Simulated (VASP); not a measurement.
# Ba2O (antifluorite type) (Fm-3m) in VASP: a series of runs, part 2 of 2

VASP 6.6.1. Earlier steps stand in the parts before.

## (3) Single point, PBE

This run uses another cell than the first one, of 25.01 Å³/atom.

File INCAR:

```
SYSTEM = Ba2O
  PREC = Accurate
  ENCUT = 520
  EDIFF = 1E-7
  ISMEAR = -1
  SIGMA = 0.06122561905347299
  LREAL = .False.
  LASPH = .True.
  NELM = 100
  ALGO = Normal
  ISIF = 2
  LWAVE = .False.
  LCHARG = .True.
  GGA = PE
  LELF = .True.
  LVHAR = .True.
  NBANDS = 20
```

File KPOINTS:

```
Automatic mesh
0
Gamma
  14 14 14
  0 0 0
```

File POSCAR:

```
Ba2O
1.0
    0.0000000000      3.3474177855      3.3474177855
    3.3474177855      0.0000000000      3.3474177855
    3.3474177855      3.3474177855      0.0000000000
Ba O
2 1
Direct
    0.2500000000      0.2500000000      0.2500000000
    0.7500000000      0.7500000000      0.7500000000
    0.0000000000      0.0000000000      0.0000000000
```

Potentials or basis: VASP PAW PBE potentials, release 64 (Ba_sv, O).

On the command line:

```sh
cat potpaw_PBE.64/Ba_sv/POTCAR potpaw_PBE.64/O/POTCAR > POTCAR
mpirun -np 1 vasp_std > vasp.out
```

OUTCAR:

```text
SYSTEM = Ba2O
   PREC = Accurate
   ENCUT = 520
   EDIFF = 1E-7
   ISMEAR = -1
   LREAL = .False.
   LASPH = .True.
   NELM = 100
   ISIF = 2
   GGA = PE

 ion  position               nearest neighbor table
   1  0.250  0.250  0.250-   3 2.90   3 2.90   3 2.90   3 2.90   2 3.35   2 3.35   2 3.35   2 3.35
                             2 3.35   2 3.35
   2  0.750  0.750  0.750-   3 2.90   3 2.90   3 2.90   3 2.90   1 3.35   1 3.35   1 3.35   1 3.35
                             1 3.35   1 3.35
   3  0.000  0.000  0.000-   2 2.90   2 2.90   2 2.90   1 2.90   2 2.90   1 2.90   1 2.90   1 2.90

  LATTYP: Found a face centered cubic cell.
 ALAT       =     6.6948355710

  Lattice vectors:

 A1 = (   0.0000000000,   3.3474177855,   3.3474177855)
 A2 = (   3.3474177855,   0.0000000000,   3.3474177855)
 A3 = (   3.3474177855,   3.3474177855,   0.0000000000)

Analysis of symmetry for initial positions (statically):
=====================================================================
 Subroutine PRICEL returns:
 Original cell was already a primitive cell.

 Routine SETGRP: Setting up the symmetry group for a
 face centered cubic supercell.

 Subroutine GETGRP returns: Found 48 space group operations
 (whereof 48 operations were pure point group operations)
 out of a pool of 48 trial point group operations.

The static configuration has the point symmetry O_h .

Analysis of symmetry for dynamics (positions and initial velocities):
=====================================================================
 Subroutine PRICEL returns:
 Original cell was already a primitive cell.

 Routine SETGRP: Setting up the symmetry group for a
 face centered cubic supercell.

 Subroutine GETGRP returns: Found 48 space group operations
 (whereof 48 operations were pure point group operations)
 out of a pool of 48 trial point group operations.

The dynamic configuration has the point symmetry O_h .

 Subroutine INISYM returns: Found 48 space group operations
[... 115 lines left out ...]
   EFERMI_NEDOS =   21; number of points for ismear=-14 and -15
   IALGO  =     38    algorithm
   IMIX   =      4    mixing-type and parameters
     AMIX     =   0.40;   BMIX     =  1.00
     AMIX_MAG =   1.60;   BMIX_MAG =  1.00
  volume/ion in A,a.u.               =      25.01       168.75
  Fermi-wavevector in a.u.,A,eV,Ry     =   1.149951  2.173092 17.992174  1.322387
  Thomas-Fermi vector in A             =   2.286618
   LORBIT       =      0    0 simple, 1 ext, 2 COOP (PROOUT), +10 PAW based schemes
   GGA     = PE    functional components
   LHFCALC =     F    Hartree Fock is set to
   AEXX    =    0.0000 exact exchange contribution
   IVDW    =     0    specifies the selected vdW correction
   LEPSILON=     F    determine dielectric tensor
   LRPA    =     F    only Hartree local field effects (RPA)
 non-spin polarized calculation
  energy-cutoff  :      520.00
  volume of cell :       75.02
 maximum number of plane-waves:      2044
   NGX = 17   NGY = 17   NGZ = 17

 number of electron      26.0000001 magnetization

 Free energy of the ion-electron system (eV)
  ---------------------------------------------------
  ext. energy  EPLUGINS =         0.00000000
  ---------------------------------------------------
  free energy    TOTEN  =       -11.91505857 eV

  energy without entropy =      -11.88837669  energy(sigma->0) =      -11.90171763

 E-fermi :   4.5438     XC(G=0):  -9.8318

 val. band max:        4.5207204120   @ k =   0.2143   0.0000   0.0000
 cond. band min:       4.5501090946   @ k =   0.2857   0.2143   0.0000
 fundamental gap:      0.0293886827
 Fermi energy:         4.5438182158

 k-point     1 :       0.0000    0.0000    0.0000
  band No.  band energies     occupation
      1     -24.6453      2.00000
      2     -23.6400      2.00000
      3     -13.1265      2.00000
      4     -10.1642      2.00000
      5     -10.1642      2.00000
      6     -10.1642      2.00000
[... 541 lines left out ...]
     19       9.9340      0.00000
     20      10.5656      0.00000

 [... further k-points ...]

------------------------ aborting loop because EDIFF is reached ----------------------------------------

  FORCE on cell =-STRESS in cart. coord.  units (eV):
  Direction    XX          YY          ZZ          XY          YZ          ZX
  --------------------------------------------------------------------------------------
  -------------------------------------------------------------------------------------
  Total        2.1082812      2.1082812      2.1082812     -0.0000000      0.0000000      0.0000000
  in kB       45.0276576     45.0276576     45.0276576     -0.0000000      0.0000000      0.0000000
  external PRESSURE =      45.0276576 kB  Pullay stress =       0.0000000 kB

 VOLUME and BASIS-vectors are now :
 -----------------------------------------------------------------------------
  energy-cutoff  :      520.00
  volume of cell :       75.02
      direct lattice vectors                 reciprocal lattice vectors
     0.000000000  3.347417785  3.347417785    -0.149368866  0.149368866  0.149368866
     3.347417785  0.000000000  3.347417785     0.149368866 -0.149368866  0.149368866
     3.347417785  3.347417785  0.000000000     0.149368866  0.149368866 -0.149368866

 POSITION                                       TOTAL-FORCE (eV/Angst)
 -----------------------------------------------------------------------------------
      1.67371      1.67371      1.67371         0.000000      0.000000      0.000000
      5.02113      5.02113      5.02113        -0.000000     -0.000000     -0.000000
      0.00000      0.00000      0.00000         0.000000     -0.000000     -0.000000
 -----------------------------------------------------------------------------------
    total drift:                                0.000000      0.000000      0.000000

  FREE ENERGIE OF THE ION-ELECTRON SYSTEM (eV)
  ---------------------------------------------------
  free  energy   TOTEN  =       -11.9150585743 eV

  energy  without entropy=      -11.8883766867  energy(sigma->0) =      -11.90171763
```

OSZICAR:

```text
N       E                     dE             d eps       ncg     rms          rms(c)
DAV:   1     0.159578271661E+03    0.15958E+03   -0.12186E+04  4160   0.117E+03
DAV:   2    -0.624854530180E+01   -0.16583E+03   -0.16148E+03  5960   0.232E+02
DAV:   3    -0.141485195567E+02   -0.79000E+01   -0.78009E+01  5408   0.518E+01
DAV:   4    -0.143066289334E+02   -0.15811E+00   -0.15780E+00  6096   0.574E+00
DAV:   5    -0.143086436865E+02   -0.20148E-02   -0.20142E-02  5380   0.555E-01    0.103E+01
DAV:   6    -0.122982765135E+02    0.20104E+01   -0.17305E+01  4492   0.177E+01    0.777E+00
DAV:   7    -0.119763193276E+02    0.32196E+00   -0.22185E+00  4768   0.688E+00    0.275E+00
DAV:   8    -0.119133708617E+02    0.62948E-01   -0.23397E-01  4748   0.326E+00    0.699E-01
DAV:   9    -0.119146327383E+02   -0.12619E-02   -0.17468E-02  5480   0.830E-01    0.183E-01
DAV:  10    -0.119153561358E+02   -0.72340E-03   -0.42979E-03  5080   0.401E-01    0.110E-01
DAV:  11    -0.119150631051E+02    0.29303E-03   -0.14896E-03  5000   0.194E-01    0.149E-02
DAV:  12    -0.119150864074E+02   -0.23302E-04   -0.22758E-04  5032   0.643E-02    0.323E-02
DAV:  13    -0.119150585262E+02    0.27881E-04   -0.12964E-04  5092   0.567E-02    0.259E-03
DAV:  14    -0.119150590800E+02   -0.55383E-06   -0.67524E-06  5132   0.153E-02    0.315E-03
DAV:  15    -0.119150586590E+02    0.42099E-06   -0.29448E-07  5728   0.408E-03    0.811E-04
DAV:  16    -0.119150585531E+02    0.10588E-06   -0.15434E-08  3008   0.684E-04    0.826E-04
DAV:  17    -0.119150585743E+02   -0.21121E-07   -0.30006E-08  2880   0.910E-04
   1 F= -.11915059E+02 E0= -.11901718E+02  d E =-.266819E-01
```

stdout:

```text
POSCAR found type information on POSCAR BaO
 POSCAR found :  2 types and       3 ions
 scaLAPACK will be used
 LDA part: xc-table for (Slater+PW92), standard interpolation
 POSCAR, INCAR and KPOINTS ok, starting setup
 FFT: planning ... GRIDC
 FFT: planning ... GRID_SOFT
 FFT: planning ... GRID
 WAVECAR not read
 entering main loop
```

Wall time 4.5 min (1 thread of Intel Xeon Platinum 8375C at 2.90GHz (Ice Lake), shared host); peak memory 0.3 GiB.

Results:

| Item | Value |
| --- | --- |
| Free energy | -11.9151 eV |
| Pressure | 4.5 GPa |
| Band gap on the k mesh | zero (bands 13 and 14 overlap by 0.73 eV) |

Levels at points of the mesh, in eV from the Fermi level:
```csv
k point,band 11,band 12,band 13,band 14,band 15,band 16
"(0.00, 0.00, 0.00)",-4.38,-4.38,-0.96,-0.62,-0.62,1.94
"(0.50, 0.00, 0.00)",-3.66,-3.32,0.06,1.91,1.91,3.47
"(0.50, 0.50, 0.00)",-3.25,-3.25,-1.33,0.37,1.31,2.11
```

Caveat: the cell stands under pressure; spin-orbit coupling is left out, which moves the levels of the heavy elements.

## (4) Single point, PBE

This run uses another cell than the first one, of 26.07 Å³/atom.

File INCAR:

```
PREC = Accurate
ENCUT = 520
EDIFF = 1E-6
ISMEAR = -1
SIGMA = 0.06122561905347299
LREAL = F
LASPH = T
NELM = 100
ALGO = Normal
ISIF = 2
LWAVE = F
LCHARG = T
GGA = PE
LELF = T
LVHAR = T
NBANDS = 20
```

File KPOINTS:

```
regular mesh
0
Gamma
  28 28 28
```

File POSCAR:

```
Ba2O
1.0
    0.0000000000      3.3942408818      3.3942408818
    3.3942408818      0.0000000000      3.3942408818
    3.3942408818      3.3942408818      0.0000000000
Ba O
2 1
Direct
    0.2500000000      0.2500000000      0.2500000000
    0.7500000000      0.7500000000      0.7500000000
    0.0000000000      0.0000000000      0.0000000000
```

Potentials or basis: VASP PAW PBE potentials, release 64 (Ba_sv, O).

On the command line:

```sh
cat potpaw_PBE.64/Ba_sv/POTCAR potpaw_PBE.64/O/POTCAR > POTCAR
mpirun -np 1 vasp_std > vasp.out
```

OUTCAR:

```text
PREC = Accurate
   ENCUT = 520
   EDIFF = 1E-6
   ISMEAR = -1
   LREAL = F
   LASPH = T
   NELM = 100
   ISIF = 2
   GGA = PE

 ion  position               nearest neighbor table
   1  0.250  0.250  0.250-   3 2.94   3 2.94   3 2.94   3 2.94   2 3.39   2 3.39   2 3.39   2 3.39
                             2 3.39   2 3.39
   2  0.750  0.750  0.750-   3 2.94   3 2.94   3 2.94   3 2.94   1 3.39   1 3.39   1 3.39   1 3.39
                             1 3.39   1 3.39
   3  0.000  0.000  0.000-   2 2.94   2 2.94   2 2.94   1 2.94   2 2.94   1 2.94   1 2.94   1 2.94

  LATTYP: Found a face centered cubic cell.
[... 747 lines left out ...]
  Direction    XX          YY          ZZ          XY          YZ          ZX
  --------------------------------------------------------------------------------------
  -------------------------------------------------------------------------------------
  Total        1.1593880      1.1593880      1.1593880      0.0000000      0.0000000      0.0000000
  in kB       23.7509725     23.7509725     23.7509725      0.0000000      0.0000000      0.0000000
  external PRESSURE =      23.7509725 kB  Pullay stress =       0.0000000 kB

 VOLUME and BASIS-vectors are now :
 -----------------------------------------------------------------------------
  energy-cutoff  :      520.00
  volume of cell :       78.21
      direct lattice vectors                 reciprocal lattice vectors
     0.000000000  3.394240882  3.394240882    -0.147308343  0.147308343  0.147308343
     3.394240882  0.000000000  3.394240882     0.147308343 -0.147308343  0.147308343
     3.394240882  3.394240882  0.000000000     0.147308343  0.147308343 -0.147308343

 POSITION                                       TOTAL-FORCE (eV/Angst)
 -----------------------------------------------------------------------------------
      1.69712      1.69712      1.69712         0.000000      0.000000     -0.000000
      5.09136      5.09136      5.09136        -0.000000      0.000000      0.000000
      0.00000      0.00000      0.00000         0.000000     -0.000000     -0.000000
 -----------------------------------------------------------------------------------
    total drift:                                0.000000      0.000000      0.000000

  FREE ENERGIE OF THE ION-ELECTRON SYSTEM (eV)
  ---------------------------------------------------
  free  energy   TOTEN  =       -11.9835269334 eV

  energy  without entropy=      -11.9548835846  energy(sigma->0) =      -11.96920526
```

Wall time 6.4 min (1 thread of Intel Xeon 6975P-C (Granite Rapids), shared host); peak memory 0.9 GiB.

Results:

| Item | Value |
| --- | --- |
| Free energy | -11.9835 eV |
| Pressure | 2.4 GPa |
| Band gap on the k mesh | zero (bands 13 and 14 overlap by 0.62 eV) |

Caveat: spin-orbit coupling is left out, which moves the levels of the heavy elements.

## (5) The runs side by side

```csv
cell,k mesh,gap on the mesh (eV),pressure (GPa)
"a = 4.927 Å, angles 60.0°, 3 atoms",10 × 10 × 10,none,-0.6
"a = 4.734 Å, angles 60.0°, 3 atoms",14 × 14 × 14,none,4.5
"a = 4.800 Å, angles 60.0°, 3 atoms",28 × 28 × 28,none,2.4
```

Alike in all rows: task single point; level PBE; potentials or basis VASP PAW PBE potentials, release 64 (Ba_sv, O); no spin polarisation; cutoff (eV) 520; smearing fermi-dirac 0.0612256 eV.

Caveats: spin-orbit coupling is left out, which moves the levels of the heavy elements; the cell stands under pressure (at least some runs).

Total energies depend on the potentials used, so only differences within one code and one set of settings carry meaning.
